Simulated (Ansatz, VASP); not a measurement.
One calculation of MgO, two programs

```xyz
4
Lattice="3.7790 0.0000 0.0000 -1.8895 3.2727 0.0000 0.0000 0.0000 4.0179" Properties=species:S:1:pos:R:3 pbc="T T T"
Mg    1.8895    1.0909    3.0134
Mg    0.0000    2.1818    1.0045
O     1.8895    1.0909    1.0045
O     0.0000    2.1818    3.0134
```

Alike in both runs: task single point; functional PBEsol; k mesh 9 × 9 × 6; occupations gaussian, width 0.05 eV; no spin polarisation.

|  | VASP | Ansatz |
| --- | --- | --- |
| version | VASP 6.6.1 | Ansatz 0.2.0 |
| potentials or method | VASP PAW PBE potentials, release 64 (Mg, O), cutoff 520 eV | scalar-relativistic, plane waves, PAW |
| valence electrons in the cell | 16 | 32 |

|  | VASP | Ansatz | Ansatz less VASP |
| --- | --- | --- | --- |
| gap on the k mesh at the Fermi level (eV) | 2.94 | 2.95 | +0.011 |
| least direct gap on the mesh (eV) | 2.96 | 2.97 | +0.008 |
| pressure (GPa) | -8.5 | -8.1 | +0.45 |
| traceless stress, the component that is largest in VASP (GPa) | 9.13 | 9.15 | +0.017 |

VASP's potentials were made for PBE, not for PBEsol, and Ansatz warns of the same on its side. VASP's potentials hold 16 valence electrons a cell and Ansatz's 32, so a difference there can come from the potentials and not from the codes.
